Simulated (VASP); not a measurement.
Write the native input for VASP 6.6.1 that does the following.

| Item | Value |
| --- | --- |
| Task | single point |
| Functional | r2SCAN |
| Potentials or basis | VASP PAW PBE potentials, release 64 (Pb_d, S) |
| Cutoff | 520 eV |
| k mesh | 8 × 8 × 8 |
| Occupations | gaussian, width 0.05 eV |
| Spin | no spin polarisation |
| Dipole correction | no |
| Further INCAR settings | ALGO = Normal; EDIFF = 1e-06; NBANDS = 17 |

PbS:

```xyz
2
Lattice="0.0000 3.0095 2.9650 3.0095 0.0000 2.9650 3.0095 3.0095 0.0000" Properties=species:S:1:pos:R:3 pbc="T T T"
Pb    0.0000    0.0000    0.0000
S     3.0095    3.0095    2.9650
```

This cell differs from its parent crystal: strain +0.015 along x and y, +0.000 along z.

The input as run:

POSCAR

```
PbS
1.0
    0.0000000000      3.0094750000      2.9650000000
    3.0094750000      0.0000000000      2.9650000000
    3.0094750000      3.0094750000      0.0000000000
Pb S
1 1
Direct
    0.0000000000      0.0000000000      0.0000000000
    0.5000000000      0.5000000000      0.5000000000
```

INCAR.step1

```
PREC = Accurate
ENCUT = 520
ISMEAR = 0
SIGMA = 0.05
LREAL = False
LASPH = True
NELM = 80
NBANDS = 17
GGA = PE
ALGO = Normal
EDIFF = 1E-4
LWAVE = True
LCHARG = False
```

INCAR.step2

```
PREC = Accurate
ENCUT = 520
EDIFF = 1E-6
ISMEAR = 0
SIGMA = 0.05
LREAL = False
LASPH = True
NELM = 80
ALGO = Normal
ISIF = 2
LWAVE = False
LCHARG = False
METAGGA = R2SCAN
LMIXTAU = True
NBANDS = 17
ISTART = 1
```

KPOINTS

```
regular mesh
0
Gamma
  8 8 8
```

Potentials or basis: VASP PAW PBE potentials, release 64 (Pb_d, S).

Command:

```console
$ cat potpaw_PBE.64/Pb_d/POTCAR potpaw_PBE.64/S/POTCAR > POTCAR
$ cp INCAR.step1 INCAR
$ mpirun -np 1 vasp_std > vasp.out
$ cp INCAR.step2 INCAR
$ mpirun -np 1 vasp_std > vasp.out
```

It gave:

```
Pressure               : -0.4 GPa
Band gap on the k mesh : 0.72 eV
```

Caveat: the cell differs from its parent crystal (strain +0.015 along x and y, +0.000 along z); the PAW data sets were made with another functional, which shifts forces and pressure a little; spin-orbit coupling is left out, which moves the levels of the heavy elements.

Run time: 110 s on 1 thread of Intel(R) Xeon(R) Platinum 8259CL CPU @ 2.50GHz (Skylake/Cascade Lake), on a shared host, peak memory 0.22 GiB.
